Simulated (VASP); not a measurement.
A run of VASP 6.6.1 is set up as follows.

The input INCAR:

```
SYSTEM = C
PREC = Accurate
ENCUT = 600
EDIFF = 1E-6
ISMEAR = 0
SIGMA = 0.02
LREAL = .False.
LASPH = .True.
NELM = 60
ALGO = Normal
ISIF = 3
LWAVE = .False.
LCHARG = .False.
GGA = CA
IBRION = 2
NSW = 100
EDIFFG = -0.005
```

KPOINTS

```
Automatic mesh
0
Gamma
  18 18 18
  0 0 0
```

File POSCAR:

```
C
1.0
    0.0000000000      2.1171581300      3.3687394299
    1.2224696867      0.0000000000      3.3687394299
    1.2224696867      2.1171581300      0.0000000000
C
2
Direct
    0.1667410834      0.8332589166      0.1667410834
    0.8332589166      0.1667410834      0.8332589166
```

Potentials or basis: VASP PAW LDA potentials, release 64 (C).

Run with:

```console
$ cat potpaw_LDA.64/C/POTCAR > POTCAR
$ mpirun -np 1 vasp_std > vasp.out
```

(1) What does it give for the space group after relaxing (to 0.1 Å)?

(2) Estimate the relaxed cell.

(3) Predict the relaxed volume.

Answers

(1) Fmmm (No. 69).

(2) a = 3.939 Å, b = 3.539 Å, c = 2.446 Å, α = 80.04°, β = 62.26°, γ = 37.70°.

(3) 8.60 Å³/atom.
